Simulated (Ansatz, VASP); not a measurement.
## CoO: VASP beside Ansatz

```xyz
4
Lattice="1.6022 0.9250 5.1329 -1.6022 0.9250 5.1329 0.0000 -1.8501 5.1329" Properties=species:S:1:pos:R:3 pbc="T T T"
Co    0.0000    0.0000   15.3909
Co    0.0000    0.0000    7.6916
O     0.0000    0.0000    5.7822
O     0.0000    0.0000   13.4821
```

Alike in both runs: task single point; functional PBEsol; k mesh 8 × 8 × 8; collinear spin.

```csv
,VASP,Ansatz
version,VASP 6.6.1,Ansatz 0.2.0
potentials or method,"VASP PAW PBE potentials, release 64 (Co, O), cutoff 520 eV","plane waves, PAW"
occupations,"methfessel-paxton of order 1, width 0.1 eV",methfessel-paxton of order 1
valence electrons in the cell,30,46
```

Ansatz gave:

* pressure (GPa): -9.7
* traceless stress, the component that is largest in VASP (GPa): -1.38
* rms of the force components (eV/Å): 0.072
* net moment per atom (μB): 0.00
* size of the moment on the site where the two differ most (μB): 2.02

Task: What did VASP give for the same quantities?

Result: Pressure (GPa): -7.8; traceless stress, the component that is largest in VASP (GPa): 3.24; rms of the force components (eV/Å): 0.120; net moment per atom (μB): 1.40; size of the moment on the site where the two differ most (μB): 2.40.

The net moments are unlike, so the other rows may belong to different states. VASP's potentials were made for PBE, not for PBEsol. Site moments also hang on the region over which each program counts them. Atom by atom the forces differ by 0.192 eV/Å (rms over components). VASP's potentials hold 30 valence electrons a cell and Ansatz's 46, so a difference there can come from the potentials and not from the codes. Ansatz's warnings: seeded moment not kept, stability check not made.
